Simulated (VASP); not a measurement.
**Na: relaxation of cell and atoms with r2SCAN**

The system is Na.

```xyz
1
Lattice="0.0000 2.6131 2.6131 2.6131 0.0000 2.6131 2.6131 2.6131 0.0000" Properties=species:S:1:pos:R:3 pbc="T T T"
Na    0.0000    0.0000    0.0000
```

This isn't the form of Na at room conditions, which is bcc.

```
Program                : VASP 6.6.1
Task                   : relaxation of cell and atoms
Functional             : r2SCAN
Potentials or basis    : VASP PAW PBE potentials, release 64 (Na_pv)
Cutoff                 : 600 eV
k mesh                 : 14 × 14 × 14
Occupations            : gaussian, width 0.1 eV
Spin                   : no spin polarisation
Dipole correction      : no
Further INCAR settings : ALGO = Normal; EDIFF = 1e-06; IBRION = 2; EDIFFG = -0.01; NSW = 80; ISIF = 3
```

The relaxed volume is 37.26 Å³/atom. The relaxed cell is a = 3.749 Å, b = 3.749 Å, c = 3.749 Å, α = 60.00°, β = 60.00°, γ = 60.00°, the space group after relaxing (to 0.1 Å) is Fm-3m (No. 225) and the energy gained by relaxing is 1.8 meV/atom. The ionic steps are 3. The pressure after relaxing is 0.0 GPa and the band gap on the k mesh is zero (an odd number of electrons rules out a gap without spin polarisation).

The path:
```
step  energy change (eV)  largest force (eV/Å)  pressure (GPa)  volume (Å³)
   1              0.0000                0.0000            0.49        35.69
   2             -0.0013                0.0000            0.31        36.25
   3             -0.0018                0.0000           -0.02        37.26
```

Final structure:
```yaml
crystal:
  lattice:
    - [0.00000, 2.65093, 2.65093]
    - [2.65093, 0.00000, 2.65093]
    - [2.65093, 2.65093, 0.00000]
  atoms:
    - { symbol: Na, position: [0.00000, 0.00000, 0.00000] }
```

Levels at points of the mesh, in eV from the Fermi level:
| k point | band 1 | band 2 | band 3 | band 4 | band 5 | band 6 | band 7 |
| --- | --- | --- | --- | --- | --- | --- | --- |
| (0.00, 0.00, 0.00) | -26.00 | -26.00 | -26.00 | -3.47 | 11.74 | 11.74 | 11.74 |
| (0.50, 0.00, 0.00) | -26.04 | -26.01 | -26.01 | 0.51 | 1.18 | 10.74 | 10.74 |
| (0.50, 0.50, 0.00) | -26.03 | -26.01 | -26.01 | 1.85 | 2.53 | 6.57 | 7.76 |

Wall time 8.6 min on 1 thread of Intel Xeon 8259CL, with other jobs on the host, peak memory 0.18 GiB.

Caveat: the PAW data sets were made with another functional, which shifts forces and pressure a little. Zero-point motion and thermal expansion aren't in these numbers.
